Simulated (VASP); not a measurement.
# Sn3S2 (R-3m) in VASP: a series of runs

Sn3S2 is run at these levels: PBE; tasks: single point.

Program: VASP 6.6.1. These are calculated values, not measurements. Logs are shortened: lines on timing, memory, paths and dates and some standing lists are left out, and cuts for length are marked.

## Step 1: The cell of the first run

Symmetry: R-3m, No. 166, trigonal system. The conventional cell has a = 3.920 Å, b = 3.920 Å, c = 27.259 Å, α = 90.00°, β = 90.00°, γ = 120.00°. Sn (site symmetry -3m) has 6 S at 2.90 Å within 3.8 Å. Within 3.6 Å of Sn (site symmetry 3m) lie 3 S at 2.75 Å and 3 Sn at 3.25 Å. S (site symmetry 3m) has 6 Sn at 2.75 to 2.90 Å within 3.6 Å.

## Step 2: Single point, PBE

INCAR

```
ALGO     = Normal         # electronic algorithm
EDIFF    = 1E-7           # SCF threshold, eV
ENCUT    = 520            # plane-wave cutoff, eV
GGA      = PE             # functional
ISIF     = 2              # what is computed and relaxed
ISMEAR   = 0              # smearing method
LASPH    = T              # aspherical terms in the spheres
LCHARG   = F              # write CHGCAR
LREAL    = F              # projectors in reciprocal space
LWAVE    = F              # write WAVECAR
NBANDS   = 35             # bands
NELM     = 80             # most SCF steps
PREC     = Accurate       # precision mode
SIGMA    = 0.1            # smearing width, eV
```

KPOINTS

```
k-points
0
Gamma
  6 6 6
```

POSCAR

```
Sn3S2
1.0
    1.9601935507      1.1317182741      9.0864914265
   -1.9601935507      1.1317182741      9.0864914265
    0.0000000000     -2.2634365482      9.0864914265
Sn S
3 2
Direct
    0.0000000000      0.0000000000      0.0000000000
    0.2095000000      0.2095000000      0.2095000000
    0.7905000000      0.7905000000      0.7905000000
    0.4000000000      0.4000000000      0.4000000000
    0.6000000000      0.6000000000      0.6000000000
```

Potentials or basis: VASP PAW PBE potentials, release 64 (Sn_d, S).

On the command line:

```console
> cat potpaw_PBE.64/Sn_d/POTCAR potpaw_PBE.64/S/POTCAR > POTCAR
> mpirun -np 1 vasp_std > vasp.out
```

OUTCAR:

```text
EDIFF = 1E-7
   ENCUT = 520
   GGA = PE
   ISIF = 2
   ISMEAR = 0
   LASPH = T
   LREAL = F
   NELM = 80
   PREC = Accurate

 ion  position               nearest neighbor table
   1  0.000  0.000  0.000-   5 2.90   4 2.90   5 2.90   5 2.90   4 2.90   4 2.90
   2  0.209  0.209  0.209-   5 2.75   5 2.75   5 2.75   3 3.25   3 3.25   3 3.25
   3  0.791  0.791  0.791-   4 2.75   4 2.75   4 2.75   2 3.25   2 3.25   2 3.25
   4  0.400  0.400  0.400-   3 2.75   3 2.75   3 2.75   1 2.90   1 2.90   1 2.90
   5  0.600  0.600  0.600-   2 2.75   2 2.75   2 2.75   1 2.90   1 2.90   1 2.90

  LATTYP: Found a trigonal (rhomboedric) cell.
 ALAT       =     9.3641588758
 COS(alpha) =     0.9123624232

  Lattice vectors:

 A1 = (   1.9601935507,   1.1317182741,   9.0864914265)
 A2 = (  -1.9601935507,   1.1317182741,   9.0864914265)
 A3 = (   0.0000000000,  -2.2634365482,   9.0864914265)

Analysis of symmetry for initial positions (statically):
=====================================================================
 Subroutine PRICEL returns:
 Original cell was already a primitive cell.

 Routine SETGRP: Setting up the symmetry group for a
 trigonal (rhombohedral) supercell.

 Subroutine GETGRP returns: Found 12 space group operations
 (whereof 12 operations were pure point group operations)
 out of a pool of 12 trial point group operations.

The static configuration has the point symmetry D_3d.

Analysis of symmetry for dynamics (positions and initial velocities):
=====================================================================
 Subroutine PRICEL returns:
 Original cell was already a primitive cell.

 Routine SETGRP: Setting up the symmetry group for a
 trigonal (rhombohedral) supercell.

 Subroutine GETGRP returns: Found 12 space group operations
 (whereof 12 operations were pure point group operations)
 out of a pool of 12 trial point group operations.

The dynamic configuration has the point symmetry D_3d.

 Subroutine INISYM returns: Found 12 space group operations
 (whereof 12 operations are pure point group operations),
 and found     1 'primitive' translations

----------------------------------------------------------------------------------------

                                     Primitive cell

  volume of cell :     120.9441

  direct lattice vectors                    reciprocal lattice vectors
     1.960193551  1.131718274  9.086491427     0.255076852  0.147268689  0.036684493
    -1.960193551  1.131718274  9.086491427    -0.255076852  0.147268689  0.036684493
     0.000000000 -2.263436548  9.086491427     0.000000000 -0.294537378  0.036684493

  length of vectors
     9.364158876  9.364158876  9.364158876     0.296813105  0.296813105  0.296813105

  position of ions in fractional coordinates (direct lattice)
     0.000000000  0.000000000  0.000000000
     0.209500000  0.209500000  0.209500000
     0.790500000  0.790500000  0.790500000
     0.400000000  0.400000000  0.400000000
     0.600000000  0.600000000  0.600000000

  ion indices of the primitive-cell ions
   primitive index   ion index
                 1           1
                 2           2
                 3           3
                 4           4
                 5           5

----------------------------------------------------------------------------------------

 KPOINTS: k-points

Automatic generation of k-mesh.
 Grid dimensions read from file:
 generate k-points for:    6    6    6

 Generating k-lattice:

  Cartesian coordinates                     Fractional coordinates (reciprocal lattice)
     0.042512809  0.024544782  0.006114082     0.166666667  0.000000000  0.000000000
    -0.042512809  0.024544782  0.006114082     0.000000000  0.166666667  0.000000000
     0.000000000 -0.049089563  0.006114082     0.000000000  0.000000000  0.166666667

  Length of vectors
     0.049468851  0.049468851  0.049468851

  Shift w.r.t. Gamma in fractional coordinates (k-lattice)
     0.000000000  0.000000000  0.000000000

 Subroutine IBZKPT returns following result:
 ===========================================

 Found     32 irreducible k-points:

 Following reciprocal coordinates:
            Coordinates               Weight
  0.000000  0.000000  0.000000      1.000000
  0.166667 -0.000000  0.000000      6.000000
  0.333333 -0.000000  0.000000      6.000000
  0.500000  0.000000  0.000000      3.000000
  0.166667  0.166667  0.000000      6.000000
  0.333333  0.166667  0.000000     12.000000
[... 16 lines left out ...]
  0.500000  0.500000  0.166667      6.000000
 -0.333333  0.500000  0.166667     12.000000
 [... further k-points ...]
   k-points           NKPTS =     32   k-points in BZ     NKDIM =     32   number of bands    NBANDS=     35
   number of dos      NEDOS =    301   number of ions     NIONS =      5
   total plane-waves  NPLWV = 343000
   dimension x,y,z NGX =    70 NGY =   70 NGZ =   70
   dimension x,y,z NGXF=   140 NGYF=  140 NGZF=  140
   ions per type =               3   2
   NGX,Y,Z   is equivalent  to a cutoff of  12.43, 12.43, 12.43 a.u.
   NGXF,Y,Z  is equivalent  to a cutoff of  24.85, 24.85, 24.85 a.u.
 SYSTEM =  unknown system
   PREC   = accura    normal or accurate (medium, high low for compatibility)
   ISTART =      0    job   : 0-new  1-cont  2-samecut
   ICHARG =      2    charge: 1-file 2-atom 10-const
   ISPIN  =      1    spin polarized calculation?
   LNONCOLLINEAR =      F non collinear calculations
   LSORBIT =      F    spin-orbit coupling
   LASPH  =      T    aspherical Exc in radial PAW
   ENCUT  =  520.0 eV  38.22 Ry    6.18 a.u.  17.41 17.41 17.41*2*pi/ulx,y,z
   NELM   =     80;   NELMIN=  2; NELMDL= -5     # of ELM steps
   EDIFF  = 0.1E-06   stopping-criterion for ELM
   LREAL  =      F    real-space projection
   EDIFFG = 0.1E-05   stopping-criterion for IOM
   NSW    =      0    number of steps for IOM
   IBRION =     -1    ionic relax: 0-MD 1-quasi-New 2-CG
   NFREE  =      0    steps in history (QN), initial steepest desc. (CG)
   ISIF   =      2    stress and relaxation
   ISYM   =      2    0-nonsym 1-usesym 2-fastsym
   POTIM  = 0.5000    time-step for ionic-motion
   TEBEG  =    0.0;   TEEND  =   0.0 temperature during run
   PSTRESS=    0.0 pullay stress
   NELECT =      54.0000    total number of electrons
   NUPDOWN=      -1.0000    fix difference up-down
   EMIN   =  10.00;   EMAX   =-10.00  energy-range for DOS
   EFERMI =   0.00;   METHOD = LEGACY
   ISMEAR =     0;   SIGMA  =   0.10  broadening in eV -4-tet -1-fermi 0-gaus
   EFERMI_NEDOS =   21; number of points for ismear=-14 and -15
   IALGO  =     38    algorithm
   IMIX   =      4    mixing-type and parameters
     AMIX     =   0.40;   BMIX     =  1.00
     AMIX_MAG =   1.60;   BMIX_MAG =  1.00
  volume/ion in A,a.u.               =      24.19       163.23
  Fermi-wavevector in a.u.,A,eV,Ry     =   1.251251  2.364522 21.301683  1.565630
  Thomas-Fermi vector in A             =   2.385207
   LORBIT       =      0    0 simple, 1 ext, 2 COOP (PROOUT), +10 PAW based schemes
   GGA     = PE    functional components
   LHFCALC =     F    Hartree Fock is set to
   AEXX    =    0.0000 exact exchange contribution
   IVDW    =     0    specifies the selected vdW correction
   LEPSILON=     F    determine dielectric tensor
   LRPA    =     F    only Hartree local field effects (RPA)
 non-spin polarized calculation
 Gauss-broadening in eV      SIGMA  =   0.10
  energy-cutoff  :      520.00
  volume of cell :      120.94
 maximum number of plane-waves:      3298
 NGX is ok and might be reduce to    70
   NGX = 35   NGY = 35   NGZ = 35

 number of electron      53.9999989 magnetization

 Free energy of the ion-electron system (eV)
  ---------------------------------------------------
  ext. energy  EPLUGINS =         0.00000000
  ---------------------------------------------------
  free energy    TOTEN  =       -20.42364386 eV

  energy without entropy =      -20.40897998  energy(sigma->0) =      -20.41631192

 E-fermi :   7.8071     XC(G=0): -10.1029

 val. band max:        7.7861178856   @ k =  -0.3333   0.5000   0.1667
 cond. band min:       7.8241727723   @ k =   0.3333   0.1667   0.0000
 fundamental gap:      0.0380548867
 Fermi energy:         7.8070780557

 k-point     1 :       0.0000    0.0000    0.0000
  band No.  band energies     occupation
      1     -14.2763      2.00000
      2     -14.2763      2.00000
      3     -14.2417      2.00000
      4     -14.2292      2.00000
      5     -14.2275      2.00000
      6     -14.2275      2.00000
[... 27 lines left out ...]
     34      12.5534      0.00000
     35      12.9617      0.00000

 k-point     2 :       0.1667   -0.0000    0.0000
  band No.  band energies     occupation
      1     -14.2802      2.00000
      2     -14.2736      2.00000
      3     -14.2396      2.00000
      4     -14.2340      2.00000
      5     -14.2292      2.00000
      6     -14.2253      2.00000
[... 27 lines left out ...]
     34      11.5340      0.00000
     35      11.5833      0.00000

 k-point     3 :       0.3333   -0.0000    0.0000
  band No.  band energies     occupation
      1     -14.2838      2.00000
      2     -14.2720      2.00000
      3     -14.2506      2.00000
      4     -14.2395      2.00000
      5     -14.2347      2.00000
      6     -14.2254      2.00000
[... 27 lines left out ...]
     34      12.2577      0.00000
     35      12.5611      0.00000

 k-point     4 :       0.5000    0.0000    0.0000
  band No.  band energies     occupation
      1     -14.2799      2.00000
      2     -14.2728      2.00000
      3     -14.2660      2.00000
      4     -14.2396      2.00000
      5     -14.2358      2.00000
      6     -14.2252      2.00000
[... 27 lines left out ...]
     34      11.8182      0.00000
     35      12.3131      0.00000

 k-point     5 :       0.1667    0.1667    0.0000
  band No.  band energies     occupation
      1     -14.2798      2.00000
      2     -14.2735      2.00000
      3     -14.2398      2.00000
      4     -14.2336      2.00000
      5     -14.2299      2.00000
      6     -14.2264      2.00000
[... 638 lines left out ...]
 k-point    22 :      -0.1667    0.3333    0.1667
  band No.  band energies     occupation
      1     -14.2906      2.00000
      2     -14.2647      2.00000
      3     -14.2504      2.00000
      4     -14.2353      2.00000
      5     -14.2314      2.00000
      6     -14.2283      2.00000
[... 27 lines left out ...]
     34      12.1984      0.00000
     35      12.7398      0.00000

 k-point    23 :       0.5000    0.5000    0.1667
  band No.  band energies     occupation
      1     -14.2846      2.00000
      2     -14.2709      2.00000
      3     -14.2486      2.00000
      4     -14.2425      2.00000
      5     -14.2306      2.00000
      6     -14.2272      2.00000
[... 27 lines left out ...]
     34      12.2023      0.00000
     35      12.2496      0.00000

 k-point    24 :      -0.3333    0.5000    0.1667
  band No.  band energies     occupation
      1     -14.2925      2.00000
      2     -14.2638      2.00000
      3     -14.2460      2.00000
      4     -14.2370      2.00000
      5     -14.2329      2.00000
      6     -14.2264      2.00000
[... 27 lines left out ...]
     34      12.5782      0.00000
     35      12.7465      0.00000

 [... further k-points ...]
[... 5 lines left out ...]
  --------------------------------------------------------------------------------------
  -------------------------------------------------------------------------------------
  Total        1.5284497      1.5284497      5.1615366      0.0000000      0.0000000      0.0000000
  in kB       20.2477601     20.2477601     68.3761801      0.0000000      0.0000000      0.0000000
  external PRESSURE =      36.2905667 kB  Pullay stress =       0.0000000 kB

 VOLUME and BASIS-vectors are now :
 -----------------------------------------------------------------------------
  energy-cutoff  :      520.00
  volume of cell :      120.94
      direct lattice vectors                 reciprocal lattice vectors
     1.960193551  1.131718274  9.086491427     0.255076852  0.147268689  0.036684493
    -1.960193551  1.131718274  9.086491427    -0.255076852  0.147268689  0.036684493
     0.000000000 -2.263436548  9.086491427     0.000000000 -0.294537378  0.036684493

 POSITION                                       TOTAL-FORCE (eV/Angst)
 -----------------------------------------------------------------------------------
      0.00000      0.00000      0.00000         0.000000     -0.000000      0.000000
      0.00000      0.00000      5.71086         0.000000      0.000000     -0.752512
      0.00000      0.00000     21.54861         0.000000     -0.000000      0.752512
      0.00000      0.00000     10.90379         0.000000      0.000000     -0.600136
      0.00000      0.00000     16.35568         0.000000     -0.000000      0.600136
 -----------------------------------------------------------------------------------
    total drift:                               -0.000000      0.000000      0.000000

  FREE ENERGIE OF THE ION-ELECTRON SYSTEM (eV)
  ---------------------------------------------------
  free  energy   TOTEN  =       -20.4236438555 eV

  energy  without entropy=      -20.4089799765  energy(sigma->0) =      -20.41631192
```

It took 11 min on 1 thread of Intel Xeon Platinum 8488C (Sapphire Rapids), shared host; peak memory 0.69 GiB.

Results:

```yaml
Free_energy: -20.4236 eV
Pressure: 3.6 GPa
Largest_force: 0.753 eV/Å
Band_gap_on_the_k_mesh: zero (band 27 reaches 9.01 eV, above the bottom of band 28 at 7.31 eV)
```

Forces in eV/Å, atoms in the order of the input:
```
Sn   0.000  0.000  0.000
Sn   0.000  0.000 -0.753
Sn   0.000  0.000  0.753
S    0.000  0.000 -0.600
S    0.000  0.000  0.600
```

Stress tensor (GPa, compression positive):
```
2.02 0.00 0.00
0.00 2.02 0.00
0.00 0.00 6.84
```

Levels at points of the mesh, in eV from the Fermi level:
| k point | band 23 | band 24 | band 25 | band 26 | band 27 | band 28 | band 29 | band 30 | band 31 | band 32 |
| --- | --- | --- | --- | --- | --- | --- | --- | --- | --- | --- |
| (0.00, 0.00, 0.00) | -3.15 | -3.15 | -1.86 | -1.70 | 1.20 | 1.60 | 1.88 | 1.88 | 1.98 | 1.98 |
| (0.50, 0.00, 0.00) | -4.31 | -3.96 | -3.41 | -2.81 | -1.71 | 0.86 | 1.07 | 1.21 | 1.68 | 3.25 |
| (0.50, 0.50, 0.00) | -4.57 | -4.43 | -3.78 | -1.76 | -1.00 | 0.40 | 0.63 | 0.85 | 2.05 | 3.48 |
| (0.50, 0.50, 0.50) | -3.23 | -3.15 | -3.15 | -0.52 | 0.35 | 1.38 | 1.38 | 3.00 | 3.22 | 3.22 |

Caveat: spin-orbit coupling is left out, which moves the levels of the heavy elements.

## Step 3: Single point, PBE

This run uses another cell than the first one, of 25.05 Å³/atom, 1.036 times its volume.

INCAR

```
ALGO = Normal
EDIFF = 1E-6
ENCUT = 520
GGA = PE
ISIF = 2
ISMEAR = 0
LASPH = T
LCHARG = F
LREAL = F
LWAVE = F
NBANDS = 35
NELM = 100
PREC = Accurate
SIGMA = 0.1
```

KPOINTS is that of step 2.

POSCAR

```
Sn3S2
1.0
    1.8663253244      1.0775234284     10.3818866981
   -1.8663253244      1.0775234284     10.3818866981
    0.0000000000     -2.1550468569     10.3818866981
Sn S
3 2
Direct
    0.0000000000      0.0000000000      0.0000000000
    0.2113362365      0.2113362365      0.2113362365
    0.7886637635      0.7886637635      0.7886637635
    0.3973249369      0.3973249369      0.3973249369
    0.6026750631      0.6026750631      0.6026750631
```

Potentials or basis: VASP PAW PBE potentials, release 64 (Sn_d, S).

On the command line:

```console
> cat potpaw_PBE.64/Sn_d/POTCAR potpaw_PBE.64/S/POTCAR > POTCAR
> mpirun -np 1 vasp_std > vasp.out
```

Wall time 14 min (1 thread of Intel Xeon Platinum 8488C (Sapphire Rapids), shared host); peak memory 0.93 GiB.

Results (log left out):

| Quantity | Value |
| --- | --- |
| Free energy | -20.7431 eV |
| Pressure | 0.0 GPa |
| Band gap on the k mesh | zero (band 27 reaches 9.13 eV, above the bottom of band 28 at 6.28 eV) |

Forces in eV/Å, atoms in the order of the input:
```
Sn   0.000  0.000  0.000
Sn   0.000  0.000  0.002
Sn   0.000  0.000 -0.002
S    0.000  0.000  0.001
S    0.000  0.000 -0.001
```

Levels at points of the mesh, in eV from the Fermi level:
| k point | band 23 | band 24 | band 25 | band 26 | band 27 | band 28 | band 29 | band 30 | band 31 | band 32 |
| --- | --- | --- | --- | --- | --- | --- | --- | --- | --- | --- |
| (0.00, 0.00, 0.00) | -2.04 | -1.97 | -1.97 | -1.90 | 2.06 | 2.11 | 3.32 | 3.32 | 3.58 | 3.58 |
| (0.50, 0.00, 0.00) | -3.23 | -3.17 | -2.83 | -2.63 | -2.19 | 0.73 | 1.31 | 2.11 | 2.18 | 2.42 |
| (0.50, 0.50, 0.00) | -4.28 | -3.21 | -2.76 | -1.55 | -1.03 | -0.34 | 0.36 | 1.42 | 2.83 | 2.94 |
| (0.50, 0.50, 0.50) | -2.04 | -1.96 | -1.96 | 0.20 | 0.47 | 3.05 | 3.05 | 3.29 | 4.08 | 4.31 |

Caveat: spin-orbit coupling is left out, which moves the levels of the heavy elements.
